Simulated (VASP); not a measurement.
A run of VASP 6.6.1 is set up as follows.

File INCAR:

```
SYSTEM = HfO2
PREC = Accurate ; ENCUT = 600
EDIFF = 1E-6 ; ISMEAR = -1
SIGMA = 0.01 ; LREAL = .FALSE.
LASPH = .TRUE. ; NELM = 120
ALGO = Normal ; ISIF = 2
LWAVE = .FALSE. ; LCHARG = .FALSE.
NBANDS = 106 ; GGA_COMPAT = .FALSE.
```

The input KPOINTS:

```
Automatic mesh
0
Gamma
  1 1 1
  0.25 0.25 0.25
```

File POSCAR:

```
HfO2
1.0
   -0.8929106200      5.2124939800      5.2775973300
    4.2687115500      0.0000000000      5.2725637200
    5.1616221700      5.2124939800     -0.0050336100
Hf O
8 16
Direct
    0.4447262676      0.2643609781      0.0120935244
    0.9447262676      0.7643609781      0.5120935244
    0.0106948068      0.7795429352      0.9446900642
    0.5106948068      0.2795429352      0.4446900642
    0.0552737324      0.2356390219      0.4879064756
    0.5552737324      0.7356390219      0.9879064756
    0.4893051932      0.7204570648      0.5553099358
    0.9893051932      0.2204570648      0.0553099358
    0.1333033609      0.8422042776      0.6075871189
    0.6333033609      0.3422042776      0.1075871189
    0.1081704942      0.4172070208      0.1333166827
    0.6081704942      0.9172070208      0.6333166827
    0.3666966391      0.6577957224      0.8924128811
    0.8666966391      0.1577957224      0.3924128811
    0.3918295058      0.0827929792      0.3666833173
    0.8918295058      0.5827929792      0.8666833173
    0.3018492793      0.0292486146      0.0456276563
    0.8018492793      0.5292486146      0.5456276563
    0.0483935652      0.1204051582      0.8020038399
    0.5483935652      0.6204051582      0.3020038399
    0.1981507207      0.4707513854      0.4543723437
    0.6981507207      0.9707513854      0.9543723437
    0.4516064348      0.3795948418      0.6979961601
    0.9516064348      0.8795948418      0.1979961601
```

Potentials or basis: VASP PAW LDA potentials, release 64 (Hf_pv, O).

Launch:

```console
$ cat potpaw_LDA.64/Hf_pv/POTCAR potpaw_LDA.64/O/POTCAR > POTCAR
$ mpirun -np 1 vasp_std > vasp.out
```

**Question.** Estimate the largest force.

**Answer.** 0.228 eV/Å.

**Question.** What does it give for the pressure?

**Answer.** -16.8 GPa.

**Question.** What does it give for the band gap on the k mesh?

**Answer.** 4.45 eV.

Forces in eV/Å, atoms in the order of the input:
```
Hf  -0.091 -0.189 -0.011
Hf  -0.091 -0.189 -0.011
Hf   0.081 -0.032  0.167
Hf   0.081 -0.032  0.167
Hf   0.091  0.189  0.011
Hf   0.091  0.189  0.011
Hf  -0.081  0.032 -0.167
Hf  -0.081  0.032 -0.167
O    0.209 -0.033 -0.086
O    0.209 -0.033 -0.086
O   -0.191 -0.008 -0.004
O   -0.191 -0.008 -0.004
O   -0.209  0.033  0.086
O   -0.209  0.033  0.086
O    0.191  0.008  0.004
O    0.191  0.008  0.004
O    0.002  0.056  0.196
O    0.002  0.056  0.196
O    0.056 -0.123 -0.131
O    0.056 -0.123 -0.131
O   -0.002 -0.056 -0.196
O   -0.002 -0.056 -0.196
O   -0.056  0.123  0.131
O   -0.056  0.123  0.131
```

Caveat: the k points lie up to 1.11 Å⁻¹ apart; spin-orbit coupling is left out, which moves the levels of the heavy elements. Expect the measured gap to be larger: semilocal functionals such as LDA lack the derivative discontinuity.
